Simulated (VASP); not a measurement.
# Bi in VASP: a series of runs, part 2 of 2

VASP 6.6.1. The steps go on from the part before.

### Step 3. Single point, PBE

File INCAR:

```
ALGO = Normal ; DIPOL = 0.5 0.5 0.500
EDIFF = 1E-6 ; ENCUT = 520
GGA = PE ; IDIPOL = 3
ISIF = 2 ; ISMEAR = 0
LASPH = True ; LCHARG = False
LDIPOL = True ; LREAL = False
LWAVE = False ; NBANDS = 22
NELM = 100 ; PREC = Accurate
SIGMA = 0.02
```

File KPOINTS:

```
k-points
0
Gamma
  9 9 1
```

File POSCAR:

```
Bi
1.0
    4.4190000000      0.0000000000      0.0000000000
   -2.2095000000      3.8269662593      0.0000000000
    0.0000000000      0.0000000000     28.0000000000
Bi
2
Direct
    0.3333333333      0.6666666667      0.5264107143
    0.6666666667      0.3333333333      0.4735892857
```

Potentials or basis: VASP PAW PBE potentials, release 64 (Bi_d).

Command:

```
$ cat potpaw_PBE.64/Bi_d/POTCAR > POTCAR
$ mpirun -np 1 vasp_std > vasp.out
```

OUTCAR:

```text
EDIFF = 1E-6
   ENCUT = 520
   GGA = PE
   ISIF = 2
   ISMEAR = 0
   LASPH = True
   LREAL = False
   NELM = 100
   PREC = Accurate

 ion  position               nearest neighbor table
   1  0.333  0.667  0.526-   2 2.95   2 2.95   2 2.95
   2  0.667  0.333  0.474-   1 2.95   1 2.95   1 2.95

  LATTYP: Found a hexagonal cell.
 ALAT       =     4.4190000000
 C/A-ratio  =     6.3362751754

  Lattice vectors:

 A1 = (   4.4190000000,   0.0000000000,   0.0000000000)
 A2 = (  -2.2095000000,   3.8269662593,   0.0000000000)
 A3 = (   0.0000000000,   0.0000000000,  28.0000000000)

Analysis of symmetry for initial positions (statically):
=====================================================================
 Subroutine PRICEL returns:
 Original cell was already a primitive cell.

 Routine SETGRP: Setting up the symmetry group for a
 hexagonal supercell.

[... 152 lines left out ...]
  free energy    TOTEN  =        -7.35948510 eV

  energy without entropy =       -7.35948508  energy(sigma->0) =       -7.35948509

 E-fermi :  -2.9055     XC(G=0):  -1.9017

 val. band max:       -2.9695831488   @ k =   0.0000   0.0000   0.0000
 cond. band min:      -2.8423366197   @ k =   0.0000   0.0000   0.0000
 fundamental gap:      0.1272465291
 Fermi energy:        -2.9055068586

 k-point     1 :       0.0000    0.0000    0.0000
  band No.  band energies     occupation
      1     -25.5113      2.00000
      2     -25.5113      2.00000
      3     -25.3517      2.00000
      4     -25.3517      2.00000
      5     -25.2804      2.00000
      6     -25.1056      2.00000
[... 289 lines left out ...]
     21       3.4798      0.00000
     22       4.3751      0.00000

------------------------ aborting loop because EDIFF is reached ----------------------------------------

 vacuum level on the upper side and lower side of the slab       (xc-potential included)        -0.005        -0.005

  FORCE on cell =-STRESS in cart. coord.  units (eV):
  Direction    XX          YY          ZZ          XY          YZ          ZX
  --------------------------------------------------------------------------------------
  -------------------------------------------------------------------------------------
  Total        1.1429728      1.1429728      2.4938533      0.0000000      0.0000000     -0.0000000
  in kB        3.8673173      3.8673173      8.4381030      0.0000000      0.0000000     -0.0000000
  external PRESSURE =       5.3909125 kB  Pullay stress =       0.0000000 kB

 VOLUME and BASIS-vectors are now :
 -----------------------------------------------------------------------------
  energy-cutoff  :      520.00
  volume of cell :      473.52
      direct lattice vectors                 reciprocal lattice vectors
     4.419000000  0.000000000  0.000000000     0.226295542  0.130651792  0.000000000
    -2.209500000  3.826966259  0.000000000     0.000000000  0.261303584  0.000000000
     0.000000000  0.000000000 28.000000000     0.000000000  0.000000000  0.035714286

 POSITION                                       TOTAL-FORCE (eV/Angst)
 -----------------------------------------------------------------------------------
     -0.00000      2.55131     14.73950         0.000000      0.000000      1.707570
      2.20950      1.27566     13.26050        -0.000000     -0.000000     -1.707570
 -----------------------------------------------------------------------------------
    total drift:                               -0.000000      0.000000     -0.000000

  FREE ENERGIE OF THE ION-ELECTRON SYSTEM (eV)
  ---------------------------------------------------
  free  energy   TOTEN  =        -7.3594850953 eV

  energy  without entropy=       -7.3594850821  energy(sigma->0) =       -7.35948509

 vacuum level on the upper side and lower side of the slab         1.575         1.575
```

OSZICAR:

```text
N       E                     dE             d eps       ncg     rms          rms(c)
DAV:   1     0.208180856253E+03    0.20818E+03   -0.13383E+04   752   0.985E+02
DAV:   2     0.915660236962E+01   -0.19902E+03   -0.19415E+03   608   0.270E+02
DAV:   3    -0.681793553220E+01   -0.15975E+02   -0.15911E+02   630   0.944E+01
[... 12 lines left out ...]
DAV:  16    -0.735947194592E+01   -0.19579E-04   -0.11519E-06   480   0.235E-03    0.442E-04
DAV:  17    -0.735947984242E+01   -0.78965E-05   -0.27424E-07   488   0.234E-03    0.253E-04
DAV:  18    -0.735948256127E+01   -0.27189E-05   -0.40946E-08   414   0.105E-03    0.188E-04
DAV:  19    -0.735948442021E+01   -0.18589E-05   -0.41549E-08   438   0.693E-04    0.564E-05
DAV:  20    -0.735948509530E+01   -0.67509E-06   -0.11185E-08   384   0.429E-04
   1 F= -.73594851E+01 E0= -.73594851E+01  d E =-.132330E-07
```

Wall time 1.9 min (1 thread of Intel Xeon 6975P-C (Granite Rapids), shared host); peak memory 0.59 GiB.

Results:

| Item | Value |
| --- | --- |
| Free energy | -7.3595 eV |
| Largest force | 1.708 eV/Å |
| Band gap on the k mesh | 0.13 eV, direct |

Forces on the atoms (eV/Å):
```
Bi   0.000  0.000  1.708
Bi   0.000  0.000 -1.708
```

Caveat: spin-orbit coupling is left out, which moves the levels of the heavy elements.

### Step 4. Single point, PBE

File INCAR:

```
SYSTEM = Bi
PREC = Accurate
ENCUT = 520
EDIFF = 1E-6
ISMEAR = 0
SIGMA = 0.02
LREAL = .FALSE.
LASPH = .TRUE.
NELM = 60
ALGO = Normal
ISIF = 2
LWAVE = .FALSE.
LCHARG = .TRUE.
LDIPOL = .TRUE.
IDIPOL = 3
DIPOL = 0.5 0.5 0.500
GGA = PE
LELF = .TRUE.
LVHAR = .TRUE.
LVACPOTAV = .TRUE.
NBANDS = 22
```

File KPOINTS:

```
regular mesh
0
G
  9 9 1
  0 0 0
```

File POSCAR:

```
Bi
1.0
    4.4190000000      0.0000000000      0.0000000000
   -2.2095000000      3.8269662593      0.0000000000
    0.0000000000      0.0000000000     28.0000000000
Bi
2
Direct
    0.3333333333      0.6666666667      0.5396071429
    0.6666666667      0.3333333333      0.4603928571
```

Command:

```
$ cat potpaw_PBE.64/Bi_d/POTCAR > POTCAR
$ mpirun -np 1 vasp_std > vasp.out
```

It took 2 min on 1 thread of Intel Xeon 6975P-C (Granite Rapids), shared host; peak memory 0.58 GiB.

It converged, with:

```yaml
Free_energy: -6.7711 eV
Largest_force: 2.449 eV/Å
Band_gap_on_the_k_mesh: zero (band 15 reaches -1.81 eV, above the bottom of band 16 at -1.92 eV)
```

Forces on the atoms (eV/Å):
```
Bi   0.000  0.000 -2.449
Bi   0.000  0.000  2.449
```

Levels at points of the mesh, in eV from the Fermi level:
| k point | band 13 | band 14 | band 15 | band 16 | band 17 | band 18 |
| --- | --- | --- | --- | --- | --- | --- |
| (0.00, 0.00, 0.00) | -1.90 | 0.12 | 0.12 | 0.31 | 1.70 | 1.70 |

Caveat: spin-orbit coupling is left out, which moves the levels of the heavy elements.

### Step 5. Single point, PBE

This run uses another cell than the first one, of 251.89 Å³/atom, 1.064 times its volume.

File INCAR:

```
SYSTEM = Bi
PREC = Accurate ; ENCUT = 520
EDIFF = 1E-6 ; ISMEAR = 0
SIGMA = 0.02 ; LREAL = .False.
LASPH = .True. ; NELM = 60
ALGO = Normal ; ISIF = 2
LWAVE = .False. ; LCHARG = .False.
LDIPOL = .True. ; IDIPOL = 3
DIPOL = 0.5 0.5 0.500 ; GGA = PE
NBANDS = 22
```

File KPOINTS:

```
regular mesh
0
Gamma
  9 9 1
  0 0 0
```

File POSCAR:

```
Bi
1.0
    4.5580000000      0.0000000000      0.0000000000
   -2.2790000000      3.9473437904      0.0000000000
    0.0000000000      0.0000000000     28.0000000000
Bi
2
Direct
    0.3333333333      0.6666666667      0.5264107143
    0.6666666667      0.3333333333      0.4735892857
```

Potentials or basis: VASP PAW PBE potentials, release 64 (Bi_d).

Command:

```
$ cat potpaw_PBE.64/Bi_d/POTCAR > POTCAR
$ mpirun -np 1 vasp_std > vasp.out
```

OUTCAR:

```text
SYSTEM = Bi
   PREC = Accurate
   ENCUT = 520
   EDIFF = 1E-6
   ISMEAR = 0
   LREAL = .False.
   LASPH = .True.
   NELM = 60
   ISIF = 2
   GGA = PE

 ion  position               nearest neighbor table
   1  0.333  0.667  0.526-   2 3.02   2 3.02   2 3.02
   2  0.667  0.333  0.474-   1 3.02   1 3.02   1 3.02

  LATTYP: Found a hexagonal cell.
 ALAT       =     4.5580000000
 C/A-ratio  =     6.1430451953

  Lattice vectors:

 A1 = (   4.5580000000,   0.0000000000,   0.0000000000)
 A2 = (  -2.2790000000,   3.9473437904,   0.0000000000)
 A3 = (   0.0000000000,   0.0000000000,  28.0000000000)

Analysis of symmetry for initial positions (statically):
=====================================================================
 Subroutine PRICEL returns:
 Original cell was already a primitive cell.

 Routine SETGRP: Setting up the symmetry group for a
 hexagonal supercell.

 Subroutine GETGRP returns: Found 12 space group operations
 (whereof 12 operations were pure point group operations)
 out of a pool of 24 trial point group operations.

The static configuration has the point symmetry D_3d.

Analysis of symmetry for dynamics (positions and initial velocities):
=====================================================================
 Subroutine PRICEL returns:
 Original cell was already a primitive cell.

 Routine SETGRP: Setting up the symmetry group for a
 hexagonal supercell.

 Subroutine GETGRP returns: Found 12 space group operations
 (whereof 12 operations were pure point group operations)
 out of a pool of 24 trial point group operations.

The dynamic configuration has the point symmetry D_3d.

 Subroutine INISYM returns: Found 12 space group operations
[... 99 lines left out ...]
   ISMEAR =     0;   SIGMA  =   0.02  broadening in eV -4-tet -1-fermi 0-gaus
   EFERMI_NEDOS =   21; number of points for ismear=-14 and -15
   IALGO  =     38    algorithm
   IMIX   =      4    mixing-type and parameters
     AMIX     =   0.40;   BMIX     =  1.00
     AMIX_MAG =   1.60;   BMIX_MAG =  1.00
  volume/ion in A,a.u.               =     251.89      1699.82
  Fermi-wavevector in a.u.,A,eV,Ry     =   0.639297  1.208097  5.560714  0.408701
  Thomas-Fermi vector in A             =   1.704925
   LORBIT       =      0    0 simple, 1 ext, 2 COOP (PROOUT), +10 PAW based schemes
   GGA     = PE    functional components
   LHFCALC =     F    Hartree Fock is set to
   AEXX    =    0.0000 exact exchange contribution
   IVDW    =     0    specifies the selected vdW correction
   LEPSILON=     F    determine dielectric tensor
   LRPA    =     F    only Hartree local field effects (RPA)
 non-spin polarized calculation
 Gauss-broadening in eV      SIGMA  =   0.02
  energy-cutoff  :      520.00
  volume of cell :      503.78
 maximum number of plane-waves:     13659
 NGX is ok and might be reduce to    36
   NGX = 17   NGY = 17   NGZ =105

 number of electron      29.9999996 magnetization

 dipolmoment           0.000000      0.000000     -0.000000 electrons x Angstroem

 Free energy of the ion-electron system (eV)
  ---------------------------------------------------
  ext. energy  EPLUGINS =         0.00000000
  ---------------------------------------------------
  free energy    TOTEN  =        -7.38741437 eV

  energy without entropy =       -7.38709319  energy(sigma->0) =       -7.38725378

 E-fermi :  -2.9562     XC(G=0):  -1.8461

 val. band max:       -2.9799618144   @ k =   0.1111   0.0000   0.0000
 cond. band min:      -2.9479168682   @ k =   0.0000   0.0000   0.0000
 fundamental gap:      0.0320449463
 Fermi energy:        -2.9562044524

 k-point     1 :       0.0000    0.0000    0.0000
  band No.  band energies     occupation
      1     -25.5109      2.00000
      2     -25.5109      2.00000
      3     -25.3826      2.00000
      4     -25.3826      2.00000
      5     -25.3170      2.00000
      6     -25.1873      2.00000
[... 289 lines left out ...]
     21       3.2035      0.00000
     22       4.0654      0.00000

------------------------ aborting loop because EDIFF is reached ----------------------------------------

 vacuum level on the upper side and lower side of the slab       (xc-potential included)        -0.005        -0.005

  FORCE on cell =-STRESS in cart. coord.  units (eV):
  Direction    XX          YY          ZZ          XY          YZ          ZX
  --------------------------------------------------------------------------------------
  -------------------------------------------------------------------------------------
  Total       -0.2746145     -0.2746145      1.5305672      0.0000000     -0.0000000      0.0000000
  in kB       -0.8733670     -0.8733670      4.8677210      0.0000000     -0.0000000      0.0000000
  external PRESSURE =       1.0403290 kB  Pullay stress =       0.0000000 kB

 VOLUME and BASIS-vectors are now :
 -----------------------------------------------------------------------------
  energy-cutoff  :      520.00
  volume of cell :      503.78
      direct lattice vectors                 reciprocal lattice vectors
     4.558000000  0.000000000  0.000000000     0.219394471  0.126667457  0.000000000
    -2.279000000  3.947343790  0.000000000     0.000000000  0.253334914  0.000000000
     0.000000000  0.000000000 28.000000000     0.000000000  0.000000000  0.035714286

 POSITION                                       TOTAL-FORCE (eV/Angst)
 -----------------------------------------------------------------------------------
     -0.00000      2.63156     14.73950        -0.000000      0.000000      1.056200
      2.27900      1.31578     13.26050         0.000000     -0.000000     -1.056200
 -----------------------------------------------------------------------------------
    total drift:                               -0.000000      0.000000     -0.000000

  FREE ENERGIE OF THE ION-ELECTRON SYSTEM (eV)
  ---------------------------------------------------
  free  energy   TOTEN  =        -7.3874143714 eV

  energy  without entropy=       -7.3870931909  energy(sigma->0) =       -7.38725378

 vacuum level on the upper side and lower side of the slab         1.474         1.474
```

stdout:

```text
POSCAR found type information on POSCAR Bi
 POSCAR found :  1 types and       2 ions
 scaLAPACK will be used
 LDA part: xc-table for (Slater+PW92), standard interpolation
 POSCAR, INCAR and KPOINTS ok, starting setup
 FFT: planning ... GRIDC
 FFT: planning ... GRID_SOFT
 FFT: planning ... GRID
 WAVECAR not read
 entering main loop
```

It took 1.7 min on 1 thread of Intel Xeon 6975P-C (Granite Rapids), shared host; peak memory 0.58 GiB.

Results:

```yaml
Free_energy: -7.3874 eV
Largest_force: 1.056 eV/Å
Band_gap_on_the_k_mesh: 0.03 eV, indirect (least direct gap 0.11 eV)
```

Forces on the atoms (eV/Å):
```
Bi   0.000  0.000  1.056
Bi   0.000  0.000 -1.056
```

Caveat: spin-orbit coupling is left out, which moves the levels of the heavy elements.

### Step 6. Single point, PBE

This run uses another cell than the first one, of 251.89 Å³/atom, 1.064 times its volume.

File INCAR:

```
PREC = Accurate ; ENCUT = 520
EDIFF = 1E-6 ; ISMEAR = 0
SIGMA = 0.02 ; LREAL = F
LASPH = T ; NELM = 60
ALGO = Normal ; ISIF = 2
LWAVE = F ; LCHARG = T
LDIPOL = T ; IDIPOL = 3
DIPOL = 0.5 0.5 0.500 ; GGA = PE
LELF = T ; LVHAR = T
LVACPOTAV = T ; NBANDS = 22
```

File KPOINTS:

```
Automatic mesh
0
Gamma
  9 9 1
```

File POSCAR:

```
Bi
1.0
    4.5580000000      0.0000000000      0.0000000000
   -2.2790000000      3.9473437904      0.0000000000
    0.0000000000      0.0000000000     28.0000000000
Bi
2
Direct
    0.3333333333      0.6666666667      0.5396071429
    0.6666666667      0.3333333333      0.4603928571
```

Potentials or basis: VASP PAW PBE potentials, release 64 (Bi_d).

Command:

```
$ cat potpaw_PBE.64/Bi_d/POTCAR > POTCAR
$ mpirun -np 1 vasp_std > vasp.out
```

Run time: 2 min. Hardware: 1 thread of Intel Xeon 6975P-C (Granite Rapids), shared host; peak memory 0.58 GiB.

Results (log left out):

```yaml
Free_energy: -6.6100 eV
Largest_force: 2.599 eV/Å
Band_gap_on_the_k_mesh: 0.13 eV, indirect (least direct gap 0.25 eV)
```

Forces on the atoms (eV/Å):
```
Bi   0.000  0.000 -2.599
Bi   0.000  0.000  2.599
```

Levels at points of the mesh, in eV from the valence-band top:
```
           k point  band 12  band 13  band 14  band 15  band 16  band 17  band 18  band 19
(0.00, 0.00, 0.00)    -9.71    -1.68     0.00     0.00     0.25     1.53     1.53     2.96
```

Caveat: spin-orbit coupling is left out, which moves the levels of the heavy elements.
